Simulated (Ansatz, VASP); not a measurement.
Two plane-wave programs on InSb

```xyz
2
Lattice="-2.8596 2.8596 1.4236 2.8596 -2.8596 1.4236 2.8596 2.8596 -1.4236" Properties=species:S:1:pos:R:3 pbc="T T T"
In    2.8596    0.0000    0.7118
Sb    0.0000    0.0000    0.0000
```

Alike in both runs: task single point; functional PBE; k mesh 16 × 16 × 16; occupations gaussian, width 0.15 eV; no spin polarisation.

```csv
,VASP,Ansatz
version,VASP 6.6.1,Ansatz 0.2.0
potentials or method,"VASP PAW PBE potentials, release 64 (In_d, Sb), cutoff 520 eV","scalar-relativistic, plane waves, PAW"
valence electrons in the cell,18,28
```

```csv
,VASP,Ansatz,Ansatz less VASP
gap on the k mesh at the Fermi level (eV),none,none,-
pressure (GPa),15.7,15.6,-0.04
"traceless stress, the component that is largest in VASP (GPa)",9.04,8.96,-0.086
```

A gap of «none» marks a metal or a gap that the smearing closes. VASP's potentials hold 18 valence electrons a cell and Ansatz's 28, so a difference there can come from the potentials and not from the codes.

Neither program's run includes spin-orbit coupling.
